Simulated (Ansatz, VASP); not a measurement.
## Ta8N7 in VASP and in Ansatz

```
Ta N
1.0
     0.00000    0.00000   -5.79554
     2.95018   -5.10987    0.00000
    -5.90037    0.00000    0.00000
Ta N
8 7
Direct
  0.24810 0.16804 0.33196
  0.75190 0.16804 0.33196
  0.24810 0.66392 0.33196
  0.75190 0.66392 0.33196
  0.24810 0.16804 0.83608
  0.75190 0.16804 0.83608
  0.25120 0.66667 0.83333
  0.74880 0.66667 0.83333
  0.00000 0.00000 0.50000
  0.50000 0.50387 0.50774
  0.00000 0.50169 0.50338
  0.50000 0.99226 0.99613
  0.00000 0.99662 0.99831
  0.50000 0.50387 0.99613
  0.00000 0.50169 0.99831
```

Change from the starting cell: N vacancy (site a), charge +0, atoms relaxed at the host's cell.

Alike in both runs: functional PBE; k mesh 1 × 1 × 1; occupations gaussian, width 0.1 eV; no spin polarisation.

Ansatz relaxed the structure, and its values are those at the end. VASP's run is a single point on that final structure, the one shown.

|  | VASP | Ansatz |
| --- | --- | --- |
| version | VASP 6.6.1 | Ansatz 0.2.0 |
| potentials or method | VASP PAW PBE potentials, release 64 (Ta_sv_GW, N), cutoff 520 eV | scalar-relativistic, plane waves, PAW |
| valence electrons in the cell | 139 | 139 |

|  | VASP | Ansatz | Ansatz less VASP |
| --- | --- | --- | --- |
| rms of the force components (eV/Å) | 0.004 | 0.002 | -0.0019 |

The functional is the same, so the differences come from potentials, cutoffs and numerics.

Neither program's run includes spin-orbit coupling.
